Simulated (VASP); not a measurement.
A run of VASP 6.6.1 is set up as follows.

File INCAR:

```
SYSTEM = TiB18N18
ALGO = Normal
EDIFF = 1E-6
ENCUT = 520
GGA = PE
GGA_COMPAT = .FALSE.
ISIF = 2
ISMEAR = -1
LASPH = .TRUE.
LCHARG = .FALSE.
LREAL = Auto
LWAVE = .FALSE.
NBANDS = 102
NELM = 120
PREC = Accurate
SIGMA = 0.01
```

Contents of KPOINTS:

```
k-points
0
G
  1 1 1
  0 0 0
```

The input POSCAR:

```
TiB18N18
1.0
    7.4650312800      0.0000000000      0.0000000000
   -3.7325156400      6.4649067300      0.0000000000
    0.0000000000      0.0000000000      6.4954828800
B N Ti
18 18 1
Direct
    0.1206577235      0.1858582111      0.2237505705
    0.2115512555      0.1468161939      0.7506682860
    0.1200968658      0.5175822544      0.2393372485
    0.2092647243      0.4785348233      0.7508690409
    0.1217506637      0.8532517529      0.2588726706
    0.2111841479      0.8135152168      0.7523195874
    0.4531174794      0.1842623644      0.2465942917
    0.5442410315      0.1466933770      0.7581283934
    0.4498600073      0.5160827742      0.2193351944
    0.5434757065      0.4791246230      0.8277974247
    0.4528476006      0.8529977663      0.2491120414
    0.5416478104      0.8135153715      0.7565965596
    0.7884855519      0.1861694299      0.2371200153
    0.8766986638      0.1453737910      0.7424796723
    0.7886648820      0.5159667632      0.2691187141
    0.8758385847      0.4793521592      0.7617142700
    0.7897992855      0.8549272605      0.2263149680
    0.8803872444      0.8099117619      0.7488465584
    0.0990204323      0.2564733057      0.7402216415
    0.2320251634      0.0746829027      0.2444227826
    0.0992979442      0.5910639023      0.7487721991
    0.2287164271      0.4056830376      0.2107884857
    0.1034504222      0.9258679591      0.7470025077
    0.2314314498      0.7410597245      0.2542723968
    0.4346738187      0.2602018978      0.7710090370
    0.5654747362      0.0750838365      0.2475190882
    0.4320273008      0.5908190419      0.7855609959
    0.5661848376      0.4105329142      0.2437670962
    0.4323719612      0.9256591394      0.7498524883
    0.5651530953      0.7413047396      0.2369534380
    0.7660140059      0.2561271290      0.7562281497
    0.8994213612      0.0749868514      0.2200105868
    0.7680171264      0.5910351316      0.8124543005
    0.9003584822      0.4054839628      0.2548226253
    0.7637902994      0.9201693464      0.7448594799
    0.8958958440      0.7415426394      0.2661706654
    0.6402331348      0.6228451806      0.5211352354
```

Potentials or basis: VASP PAW PBE potentials, release 64 (B, N, Ti_sv).

Run with:

```bash
$ cat potpaw_PBE.64/B/POTCAR potpaw_PBE.64/N/POTCAR potpaw_PBE.64/Ti_sv/POTCAR > POTCAR
$ mpirun -np 1 vasp_gam > vasp.out
```

Q: Estimate the pressure.

A: 10.9 GPa.

Q: What does it give for the band gap on the k mesh?

A: 0.65 eV.

Q: What does it give for the largest force?

A: 0.035 eV/Å.

Forces on the atoms (eV/Å):
```
B    0.001  0.000 -0.005
B   -0.002 -0.001 -0.003
B    0.001  0.002  0.000
B    0.004  0.000 -0.002
B   -0.002  0.000  0.004
B    0.001 -0.003 -0.001
B   -0.002  0.002 -0.001
B    0.001 -0.001 -0.003
B   -0.007 -0.005 -0.016
B   -0.003 -0.009  0.034
B    0.003 -0.003  0.000
B   -0.005  0.002  0.002
B    0.000 -0.003 -0.002
B    0.001 -0.006 -0.003
B    0.010 -0.003 -0.004
B    0.001  0.002  0.003
B   -0.001  0.009 -0.009
B    0.009  0.008  0.000
N    0.002  0.001  0.000
N   -0.002  0.002 -0.001
N   -0.001  0.004  0.000
N    0.004  0.002  0.000
N   -0.002 -0.001  0.000
N    0.000 -0.002 -0.001
N    0.001  0.001 -0.002
N    0.002  0.000  0.000
N   -0.013 -0.002  0.006
N   -0.002 -0.008 -0.004
N    0.000  0.000  0.000
N   -0.010  0.007 -0.004
N   -0.002  0.002 -0.001
N    0.000 -0.002  0.000
N    0.014 -0.004  0.015
N   -0.003  0.003  0.001
N   -0.002  0.012  0.003
N    0.007  0.000  0.001
Ti  -0.003 -0.007 -0.005
```

Caveat: the k points lie up to 0.97 Å⁻¹ apart.
